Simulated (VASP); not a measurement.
# Si3Ge2 (R-3m) in VASP: a series of runs

Si3Ge2 is run at these levels: PBE; tasks: single point.

Program: VASP 6.6.1. These are calculated values, not measurements. Logs are shortened: lines on timing, memory, paths and dates and some standing lists are left out, and cuts for length are marked.

### Step 1. The cell of the first run

The structure is trigonal, space group R-3m (No. 166). The conventional cell has a = 3.696 Å, b = 3.696 Å, c = 22.667 Å, α = 90.00°, β = 90.00°, γ = 120.00°. Si (site symmetry -3m) has 6 Ge at 2.60 Å within 3.4 Å. Within 3.2 Å of Si (site symmetry 3m) lie 3 Si at 2.44 Å and 3 Ge at 2.73 Å. Within 3.4 Å of Ge (site symmetry 3m) lie 6 Si at 2.60 to 2.73 Å.

### Step 2. Single point, PBE

The input, INCAR:

```
SYSTEM = Si3Ge2
  ALGO = Normal
  EDIFF = 1E-7
  ENCUT = 520
  GGA = PE
  ISIF = 2
  ISMEAR = 0
  LASPH = .TRUE.
  LCHARG = .FALSE.
  LREAL = .FALSE.
  LWAVE = .FALSE.
  NBANDS = 28
  NELM = 100
  PREC = Accurate
  SIGMA = 0.1
```

The input, KPOINTS:

```
k-points
0
G
  12 12 12
  0 0 0
```

The input, POSCAR:

```
Si3Ge2
1.0
    1.8482029075      1.0670604462      7.5557444622
   -1.8482029075      1.0670604462      7.5557444622
    0.0000000000     -2.1341208924      7.5557444622
Si Ge
3 2
Direct
    0.5000000000      0.5000000000      0.5000000000
    0.3074106966      0.3074106966      0.3074106966
    0.6925893034      0.6925893034      0.6925893034
    0.1012190073      0.1012190073      0.1012190073
    0.8987809927      0.8987809927      0.8987809927
```

Potentials or basis: VASP PAW PBE potentials, release 64 (Si, Ge_d).

On the command line:

```console
$ cat potpaw_PBE.64/Si/POTCAR potpaw_PBE.64/Ge_d/POTCAR > POTCAR
$ mpirun -np 1 vasp_std > vasp.out
```

OUTCAR:

```text
SYSTEM = Si3Ge2
   EDIFF = 1E-7
   ENCUT = 520
   GGA = PE
   ISIF = 2
   ISMEAR = 0
   LASPH = .TRUE.
   LREAL = .FALSE.
   NELM = 100
   PREC = Accurate

 ion  position               nearest neighbor table
   1  0.500  0.500  0.500-   4 2.60   4 2.60   5 2.60   5 2.60   4 2.60   5 2.60
   2  0.307  0.307  0.307-   3 2.44   3 2.44   3 2.44   5 2.73   5 2.73   5 2.73
   3  0.693  0.693  0.693-   2 2.44   2 2.44   2 2.44   4 2.73   4 2.73   4 2.73
   4  0.101  0.101  0.101-   1 2.60   1 2.60   1 2.60   3 2.73   3 2.73   3 2.73
   5  0.899  0.899  0.899-   1 2.60   1 2.60   1 2.60   2 2.73   2 2.73   2 2.73

  LATTYP: Found a trigonal (rhomboedric) cell.
 ALAT       =     7.8513531548
 COS(alpha) =     0.8891743546

  Lattice vectors:

 A1 = (   1.8482029075,   1.0670604462,   7.5557444622)
 A2 = (  -1.8482029075,   1.0670604462,   7.5557444622)
 A3 = (   0.0000000000,  -2.1341208924,   7.5557444622)

Analysis of symmetry for initial positions (statically):
=====================================================================
 Subroutine PRICEL returns:
 Original cell was already a primitive cell.

 Routine SETGRP: Setting up the symmetry group for a
 trigonal (rhombohedral) supercell.

 Subroutine GETGRP returns: Found 12 space group operations
 (whereof 12 operations were pure point group operations)
 out of a pool of 12 trial point group operations.

The static configuration has the point symmetry D_3d.

Analysis of symmetry for dynamics (positions and initial velocities):
=====================================================================
 Subroutine PRICEL returns:
 Original cell was already a primitive cell.

 Routine SETGRP: Setting up the symmetry group for a
 trigonal (rhombohedral) supercell.

 Subroutine GETGRP returns: Found 12 space group operations
 (whereof 12 operations were pure point group operations)
 out of a pool of 12 trial point group operations.

The dynamic configuration has the point symmetry D_3d.

 Subroutine INISYM returns: Found 12 space group operations
 (whereof 12 operations are pure point group operations),
 and found     1 'primitive' translations

----------------------------------------------------------------------------------------

                                     Primitive cell

  volume of cell :      89.4061

  direct lattice vectors                    reciprocal lattice vectors
     1.848202907  1.067060446  7.555744462     0.270533066  0.156192339  0.044116544
    -1.848202907  1.067060446  7.555744462    -0.270533066  0.156192339  0.044116544
     0.000000000 -2.134120892  7.555744462     0.000000000 -0.312384677  0.044116544

  length of vectors
     7.851353155  7.851353155  7.851353155     0.315484479  0.315484479  0.315484479

  position of ions in fractional coordinates (direct lattice)
     0.500000000  0.500000000  0.500000000
     0.307410697  0.307410697  0.307410697
     0.692589303  0.692589303  0.692589303
     0.101219007  0.101219007  0.101219007
     0.898780993  0.898780993  0.898780993

  ion indices of the primitive-cell ions
   primitive index   ion index
                 1           1
                 2           2
                 3           3
                 4           4
                 5           5

----------------------------------------------------------------------------------------

 KPOINTS: k-points

Automatic generation of k-mesh.
 Grid dimensions read from file:
 generate k-points for:   12   12   12

 Generating k-lattice:

  Cartesian coordinates                     Fractional coordinates (reciprocal lattice)
     0.022544422  0.013016028  0.003676379     0.083333333 -0.000000000 -0.000000000
    -0.022544422  0.013016028  0.003676379    -0.000000000  0.083333333 -0.000000000
     0.000000000 -0.026032056  0.003676379    -0.000000000 -0.000000000  0.083333333

  Length of vectors
     0.026290373  0.026290373  0.026290373

  Shift w.r.t. Gamma in fractional coordinates (k-lattice)
     0.000000000  0.000000000  0.000000000

 Subroutine IBZKPT returns following result:
 ===========================================

 Found    189 irreducible k-points:

 Following reciprocal coordinates:
            Coordinates               Weight
  0.000000  0.000000  0.000000      1.000000
  0.083333  0.000000  0.000000      6.000000
  0.166667  0.000000  0.000000      6.000000
  0.250000 -0.000000  0.000000      6.000000
  0.333333  0.000000  0.000000      6.000000
  0.416667  0.000000  0.000000      6.000000
[... 16 lines left out ...]
  0.500000  0.166667  0.000000     12.000000
 -0.416667  0.166667 -0.000000     12.000000
 [... further k-points ...]
   k-points           NKPTS =    189   k-points in BZ     NKDIM =    189   number of bands    NBANDS=     28
   number of dos      NEDOS =    301   number of ions     NIONS =      5
   total plane-waves  NPLWV = 216000
   dimension x,y,z NGX =    60 NGY =   60 NGZ =   60
   dimension x,y,z NGXF=   120 NGYF=  120 NGZF=  120
   ions per type =               3   2
   NGX,Y,Z   is equivalent  to a cutoff of  12.70, 12.70, 12.70 a.u.
   NGXF,Y,Z  is equivalent  to a cutoff of  25.41, 25.41, 25.41 a.u.
 SYSTEM =  Si3Ge2
   PREC   = accura    normal or accurate (medium, high low for compatibility)
   ISTART =      0    job   : 0-new  1-cont  2-samecut
   ICHARG =      2    charge: 1-file 2-atom 10-const
   ISPIN  =      1    spin polarized calculation?
   LNONCOLLINEAR =      F non collinear calculations
   LSORBIT =      F    spin-orbit coupling
   LASPH  =      T    aspherical Exc in radial PAW
   ENCUT  =  520.0 eV  38.22 Ry    6.18 a.u.  14.60 14.60 14.60*2*pi/ulx,y,z
   NELM   =    100;   NELMIN=  2; NELMDL= -5     # of ELM steps
   EDIFF  = 0.1E-06   stopping-criterion for ELM
   LREAL  =      F    real-space projection
   EDIFFG = 0.1E-05   stopping-criterion for IOM
   NSW    =      0    number of steps for IOM
   IBRION =     -1    ionic relax: 0-MD 1-quasi-New 2-CG
   NFREE  =      0    steps in history (QN), initial steepest desc. (CG)
   ISIF   =      2    stress and relaxation
   ISYM   =      2    0-nonsym 1-usesym 2-fastsym
   POTIM  = 0.5000    time-step for ionic-motion
   TEBEG  =    0.0;   TEEND  =   0.0 temperature during run
   PSTRESS=    0.0 pullay stress
   NELECT =      40.0000    total number of electrons
   NUPDOWN=      -1.0000    fix difference up-down
   EMIN   =  10.00;   EMAX   =-10.00  energy-range for DOS
   EFERMI =   0.00;   METHOD = LEGACY
   ISMEAR =     0;   SIGMA  =   0.10  broadening in eV -4-tet -1-fermi 0-gaus
   EFERMI_NEDOS =   21; number of points for ismear=-14 and -15
   IALGO  =     38    algorithm
   IMIX   =      4    mixing-type and parameters
     AMIX     =   0.40;   BMIX     =  1.00
     AMIX_MAG =   1.60;   BMIX_MAG =  1.00
  volume/ion in A,a.u.               =      17.88       120.67
  Fermi-wavevector in a.u.,A,eV,Ry     =   1.252100  2.366126 21.330602  1.567755
  Thomas-Fermi vector in A             =   2.386017
   LORBIT       =      0    0 simple, 1 ext, 2 COOP (PROOUT), +10 PAW based schemes
   GGA     = PE    functional components
   LHFCALC =     F    Hartree Fock is set to
   AEXX    =    0.0000 exact exchange contribution
   IVDW    =     0    specifies the selected vdW correction
   LEPSILON=     F    determine dielectric tensor
   LRPA    =     F    only Hartree local field effects (RPA)
 non-spin polarized calculation
 Gauss-broadening in eV      SIGMA  =   0.10
  energy-cutoff  :      520.00
  volume of cell :       89.41
 maximum number of plane-waves:      2433
   NGX = 29   NGY = 29   NGZ = 29

 number of electron      40.0000014 magnetization

 Free energy of the ion-electron system (eV)
  ---------------------------------------------------
  ext. energy  EPLUGINS =         0.00000000
  ---------------------------------------------------
  free energy    TOTEN  =       -23.64595859 eV

  energy without entropy =      -23.63390766  energy(sigma->0) =      -23.63993312

 E-fermi :   7.0483     XC(G=0): -10.7051

 val. band max:        7.0475331131   @ k =   0.5000   0.3333   0.1667
 cond. band min:       7.0520606646   @ k =   0.5000   0.5000   0.3333
 fundamental gap:      0.0045275515
 Fermi energy:         7.0482694004

 k-point     1 :       0.0000    0.0000    0.0000
  band No.  band energies     occupation
      1     -17.4313      2.00000
      2     -17.4313      2.00000
      3     -17.4296      2.00000
      4     -17.4296      2.00000
      5     -17.4182      2.00000
      6     -17.4166      2.00000
[... 20 lines left out ...]
     27      11.4152      0.00000
     28      13.7148      0.00000

 k-point     2 :       0.0833    0.0000    0.0000
  band No.  band energies     occupation
      1     -17.4321      2.00000
      2     -17.4311      2.00000
      3     -17.4298      2.00000
      4     -17.4292      2.00000
      5     -17.4178      2.00000
      6     -17.4163      2.00000
[... 20 lines left out ...]
     27      12.1449      0.00000
     28      12.7602      0.00000

 k-point     3 :       0.1667    0.0000    0.0000
  band No.  band energies     occupation
      1     -17.4342      2.00000
      2     -17.4310      2.00000
      3     -17.4306      2.00000
      4     -17.4281      2.00000
      5     -17.4171      2.00000
      6     -17.4155      2.00000
[... 20 lines left out ...]
     27      12.5234      0.00000
     28      12.7108      0.00000

 k-point     4 :       0.2500   -0.0000    0.0000
  band No.  band energies     occupation
      1     -17.4369      2.00000
      2     -17.4319      2.00000
      3     -17.4310      2.00000
      4     -17.4268      2.00000
      5     -17.4175      2.00000
      6     -17.4136      2.00000
[... 578 lines left out ...]
     27      13.0515      0.00000
     28      13.7819      0.00000

 k-point    23 :       0.5000    0.1667    0.0000
  band No.  band energies     occupation
      1     -17.4405      2.00000
      2     -17.4340      2.00000
      3     -17.4317      2.00000
      4     -17.4264      2.00000
      5     -17.4163      2.00000
      6     -17.4109      2.00000
[... 20 lines left out ...]
     27      13.9590      0.00000
     28      14.1218      0.00000

 k-point    24 :      -0.4167    0.1667   -0.0000
  band No.  band energies     occupation
      1     -17.4411      2.00000
      2     -17.4336      2.00000
      3     -17.4326      2.00000
      4     -17.4263      2.00000
      5     -17.4166      2.00000
      6     -17.4099      2.00000
[... 20 lines left out ...]
     27      13.9685      0.00000
     28      14.5324      0.00000

 [... further k-points ...]

------------------------ aborting loop because EDIFF is reached ----------------------------------------

  FORCE on cell =-STRESS in cart. coord.  units (eV):
  Direction    XX          YY          ZZ          XY          YZ          ZX
  --------------------------------------------------------------------------------------
  -------------------------------------------------------------------------------------
  Total       -0.0013177     -0.0013177     -0.0105506      0.0000000      0.0000000      0.0000000
  in kB       -0.0236129     -0.0236129     -0.1890691      0.0000000      0.0000000      0.0000000
  external PRESSURE =      -0.0787650 kB  Pullay stress =       0.0000000 kB

 VOLUME and BASIS-vectors are now :
 -----------------------------------------------------------------------------
  energy-cutoff  :      520.00
  volume of cell :       89.41
      direct lattice vectors                 reciprocal lattice vectors
     1.848202907  1.067060446  7.555744462     0.270533066  0.156192339  0.044116544
    -1.848202907  1.067060446  7.555744462    -0.270533066  0.156192339  0.044116544
     0.000000000 -2.134120892  7.555744462     0.000000000 -0.312384677  0.044116544

 POSITION                                       TOTAL-FORCE (eV/Angst)
 -----------------------------------------------------------------------------------
      0.00000      0.00000     11.33362         0.000000      0.000000     -0.000000
      0.00000      0.00000      6.96815         0.000000     -0.000000      0.005065
      0.00000      0.00000     15.69908         0.000000      0.000000     -0.005065
      0.00000      0.00000      2.29435         0.000000      0.000000      0.001025
      0.00000      0.00000     20.37288         0.000000     -0.000000     -0.001025
 -----------------------------------------------------------------------------------
    total drift:                                0.000000     -0.000000      0.000000

  FREE ENERGIE OF THE ION-ELECTRON SYSTEM (eV)
  ---------------------------------------------------
  free  energy   TOTEN  =       -23.6459585860 eV

  energy  without entropy=      -23.6339076608  energy(sigma->0) =      -23.63993312
```

It took 13 min on 1 thread of Intel Xeon 6975P-C (Granite Rapids), shared host; peak memory 0.72 GiB.

What came out:

* Free energy: -23.6460 eV
* Pressure: 0.0 GPa
* Largest force: 0.005 eV/Å
* Band gap on the k mesh: zero (bands 20 and 21 overlap by 3.03 eV)

Forces in eV/Å, atoms in the order of the input:
```
Si   0.000  0.000  0.000
Si   0.000  0.000  0.005
Si   0.000  0.000 -0.005
Ge   0.000  0.000  0.001
Ge   0.000  0.000 -0.001
```

Levels at points of the mesh, in eV from the Fermi level:
```csv
k point,band 18,band 19,band 20,band 21,band 22,band 23
"(0.00, 0.00, 0.00)",0.41,0.41,1.59,1.59,2.27,2.27
"(0.50, 0.00, 0.00)",-1.94,-1.26,-0.97,-0.59,-0.24,2.24
"(0.50, 0.50, 0.00)",-2.72,-2.58,-0.69,0.24,0.66,1.20
"(0.50, 0.50, 0.50)",0.60,0.60,0.82,0.82,1.56,3.06
```

### Step 3. Single point, PBE

The input, INCAR:

```
PREC = Accurate
ENCUT = 520
EDIFF = 1E-6
ISMEAR = 0
SIGMA = 0.1
LREAL = False
LASPH = True
NELM = 100
ALGO = Normal
ISIF = 2
LWAVE = False
LCHARG = False
GGA = PE
NBANDS = 28
```

The input, KPOINTS:

```
regular mesh
0
Gamma
  12 12 12
```

POSCAR is that of step 2.

Potentials or basis: VASP PAW PBE potentials, release 64 (Si, Ge_d).

On the command line:

```console
$ cat potpaw_PBE.64/Si/POTCAR potpaw_PBE.64/Ge_d/POTCAR > POTCAR
$ mpirun -np 1 vasp_std > vasp.out
```

Run time: 10 min. Hardware: 1 thread of Intel Xeon 6975P-C (Granite Rapids), shared host; peak memory 0.73 GiB.

It converged, with:

- Free energy: -23.6460 eV
- Pressure: -0.1 GPa
- Largest force: 0.005 eV/Å
- Band gap on the k mesh: zero (bands 20 and 21 overlap by 3.03 eV)

Forces on the atoms (eV/Å):
```
Si   0.000  0.000  0.000
Si   0.000  0.000  0.005
Si   0.000  0.000 -0.005
Ge   0.000  0.000  0.001
Ge   0.000  0.000 -0.001
```

Levels at points of the mesh, in eV from the Fermi level:
| k point | band 18 | band 19 | band 20 | band 21 | band 22 | band 23 |
| --- | --- | --- | --- | --- | --- | --- |
| (0.00, 0.00, 0.00) | 0.41 | 0.41 | 1.59 | 1.59 | 2.27 | 2.27 |
| (0.50, 0.00, 0.00) | -1.94 | -1.26 | -0.97 | -0.59 | -0.24 | 2.24 |
| (0.50, 0.50, 0.00) | -2.72 | -2.58 | -0.69 | 0.24 | 0.66 | 1.20 |
| (0.50, 0.50, 0.50) | 0.60 | 0.60 | 0.82 | 0.82 | 1.56 | 3.06 |
